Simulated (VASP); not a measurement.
Input of a VASP 6.6.1 run:

The input INCAR:

```
SYSTEM = As
ALGO = Normal
DIPOL = 0.5 0.5 0.407
EDIFF = 1E-7
ENCUT = 520
GGA = PE
IDIPOL = 3
ISIF = 2
ISMEAR = 0
IVDW = 12
LASPH = .True.
LCHARG = .True.
LDIPOL = .True.
LELF = .True.
LREAL = .False.
LVACPOTAV = .True.
LVHAR = .True.
LWAVE = .False.
NBANDS = 18
NELM = 100
PREC = Accurate
SIGMA = 0.05
```

KPOINTS

```
k-points
0
Gamma
  9 9 1
  0 0 0
```

Contents of POSCAR:

```
As
1.0
    3.5713380906      0.0000000000      0.0000000000
   -1.7856690453      3.0928695120      0.0000000000
    0.0000000000      0.0000000000     20.2952802043
As
4
Direct
    0.3333333333      0.6666666667      0.2905917062
    0.6666666667      0.3333333333      0.2217264287
    1.1666666667      0.3333333333      0.5920233711
    0.8333333333      0.6666666667      0.5231580937
```

Potentials or basis: VASP PAW PBE potentials, release 64 (As).

Run with:

```console
$ cat potpaw_PBE.64/As/POTCAR > POTCAR
$ mpirun -np 1 vasp_std > vasp.out
```

(1) Predict the band gap on the k mesh.

(2) Estimate the dispersion energy per atom.

(3) Estimate the largest force.

Results:

(1) 1.43 eV, indirect (least direct gap 1.94 eV).

(2) -0.235 eV.

(3) 0.142 eV/Å.
